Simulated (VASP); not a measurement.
Set up this calculation in VASP 6.6.1, as the native input.

```yaml
Task: single point
Functional: PBEsol
Potentials_or_basis: VASP PAW PBE potentials, release 64 (P)
Cutoff: 520 eV
k_mesh: 14 × 14 × 10
Occupations: gaussian, width 0.1 eV
Spin: no spin polarisation
Dipole_correction: no
Further_INCAR_settings: ALGO = Normal; EDIFF = 1e-06; NBANDS = 18
```

The structure of P lies in POSCAR:

```
P
1.0
    1.6587071112     -5.1453560320      0.0000000000
    1.6587071112      5.1453560320      0.0000000000
    0.0000000000      0.0000000000      4.1971726299
P
4
Direct
    0.1052825104      0.8947174896      0.9271259278
    0.6052825104      0.3947174896      0.5728740722
    0.8947174896      0.1052825104      0.0728740722
    0.3947174896      0.6052825104      0.4271259278
```

The input as run:

INCAR

```
PREC = Accurate
ENCUT = 520
EDIFF = 1E-6
ISMEAR = 0
SIGMA = 0.1
LREAL = F
LASPH = T
NELM = 100
ALGO = Normal
ISIF = 2
LWAVE = F
LCHARG = T
GGA = PS
LELF = T
LVHAR = T
NBANDS = 18
```

KPOINTS

```
regular mesh
0
Gamma
  14 14 10
```

Potentials or basis: VASP PAW PBE potentials, release 64 (P).

The run is started by

```console
$ cat potpaw_PBE.64/P/POTCAR > POTCAR
$ mpirun -np 1 vasp_std > vasp.out
```

Results of the run:

The pressure is -0.1 GPa and the largest force is 0.035 eV/Å. The band gap on the k mesh is zero (bands 10 and 11 overlap by 0.27 eV).

Caveat: the PAW data sets were made with another functional, which shifts forces and pressure a little.

Wall time 7.8 min on 1 thread of Intel Xeon 8259CL, with other jobs on the host, peak memory 0.43 GiB.
